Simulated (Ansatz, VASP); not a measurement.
ScC3: VASP beside Ansatz

```
CELL_PARAMETERS angstrom
4.52163 0.00000 0.00000
-2.26082 3.91585 0.00000
0.00000 0.00000 5.32184
ATOMIC_POSITIONS crystal
Sc 0.33333 0.66667 0.25000
Sc 0.66667 0.33333 0.75000
C 0.89470 0.78940 0.25000
C 0.10530 0.89470 0.75000
C 0.21060 0.10530 0.25000
C 0.10530 0.21060 0.75000
C 0.89470 0.10530 0.25000
C 0.78940 0.89470 0.75000
```

Alike in both runs: functional PBE; k mesh 6 × 6 × 4; occupations gaussian, width 0.1 eV; no spin polarisation.

Ansatz relaxed the structure, and its values are those at the end. VASP's run is a single point on that final structure, the one shown.

|  | VASP | Ansatz |
| --- | --- | --- |
| version | VASP 6.6.1 | Ansatz 0.2.0 |
| potentials or method | VASP PAW PBE potentials, release 64 (Sc_sv, C), cutoff 520 eV | scalar-relativistic, plane waves, PAW |
| valence electrons in the cell | 46 | 46 |

Ansatz gave:

| Item | Value |
| --- | --- |
| gap on the k mesh at the Fermi level (eV) | none |
| pressure (GPa) | 0.0 |
| rms of the force components (eV/Å) | 0.005 |

Q: What did VASP give for the same quantities?

A: gap on the k mesh at the Fermi level (eV): none; pressure (GPa): 0.8; rms of the force components (eV/Å): 0.085.

A gap of «none» marks a metal or a gap that the smearing closes.
